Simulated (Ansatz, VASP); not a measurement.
**One calculation of Ba, two programs**

```
CELL_PARAMETERS angstrom
0.00000 3.12165 3.12165
3.12165 0.00000 3.12165
3.12165 3.12165 0.00000
ATOMIC_POSITIONS crystal
Ba 0.00000 0.00000 0.00000
```

Alike in both runs: task single point; functional PBEsol; k mesh 10 × 10 × 10; occupations fermi-dirac, width 0.1 eV; no spin polarisation.

```csv
,VASP,Ansatz
version,VASP 6.6.1,Ansatz 0.2.0
potentials or method,"VASP PAW PBE potentials, release 64 (Ba_sv), cutoff 520 eV","plane waves (420 eV) with PAW, scalar-relativistic"
valence electrons in the cell,10,10
```

|  | VASP | Ansatz | Ansatz less VASP |
| --- | --- | --- | --- |
| pressure (GPa) | -0.2 | -0.3 | -0.06 |

VASP's potentials were made for PBE, not for PBEsol, and Ansatz warns of the same on its side.

Neither program's run includes spin-orbit coupling.
